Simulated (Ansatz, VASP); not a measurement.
# One calculation of WS2, two programs

The input INCAR:

```
PREC = Accurate ; ENCUT = 520
EDIFF = 1E-6 ; ISMEAR = 0
SIGMA = 0.05 ; LREAL = F
LASPH = T ; NELM = 60
ALGO = Normal ; ISIF = 2
LWAVE = F ; LCHARG = T
GGA = PS ; IVDW = 12
LELF = T ; LVHAR = T
NBANDS = 20
```

KPOINTS

```
Automatic mesh
0
Gamma
  12 12 2
```

POSCAR

```
WS2
1.0
    3.0977750082      0.0000000000      0.0000000000
   -1.5488875041      2.6827518523      0.0000000000
    0.0000000000      0.0000000000     16.7957060984
W S
1 2
Direct
    0.3333333333      0.6666666667      0.0000000000
    0.6545016127      0.3333333333      0.9071447969
    0.6788317206      0.3333333333      0.0928552031
```

Input for Ansatz:

```yaml
crystal:
  lattice:
    - [3.0977750082, 0.0, 0.0]
    - [-1.5488875041, 2.6827518523, 0.0]
    - [0.0, 0.0, 16.7957060984]
  atoms:
    - { symbol: W, position: [0.3333333333, 0.6666666667, 0.0] }
    - { symbol: S, position: [0.6545016127, 0.3333333333, 0.9071447969] }
    - { symbol: S, position: [0.6788317206, 0.3333333333, 0.0928552031] }
basis:
  ecutwfc: 420
kpoints:
  mp_grid: { grid: [12, 12, 2] }
hamiltonian:
  xc: pbesol
  dispersion: d3bj
scf:
  occupations: { method: gaussian, width: 0.05 }
output:
  forces: true
  stress: true
  eigenvalues: true
```

Change from the starting cell: mode 4 frozen in at -0.038 Å, equal normal strain along x, y and z -0.0083.

Alike in both runs: task single point; functional PBEsol; dispersion D3(BJ); k mesh 12 × 12 × 2; occupations gaussian, width 0.05 eV; no spin polarisation.

|  | VASP | Ansatz |
| --- | --- | --- |
| version | VASP 6.6.1 | Ansatz 0.2.0 |
| potentials or method | VASP PAW PBE potentials, release 64 (W_sv, S), cutoff 520 eV | scalar-relativistic, plane waves, PAW |
| valence electrons in the cell | 26 | 26 |

Ansatz gave:

```
gap on the k mesh at the Fermi level (eV) : 2.03
least direct gap on the mesh (eV)         : 2.10
rms of the force components (eV/Å)        : 0.311
```

Q: Which values does VASP return?

A: gap on the k mesh at the Fermi level (eV): 2.03; least direct gap on the mesh (eV): 2.11; rms of the force components (eV/Å): 0.320.

VASP's potentials were made for PBE, not for PBEsol. Atom by atom the forces differ by 0.011 eV/Å (rms over components).

Neither program's run includes spin-orbit coupling.
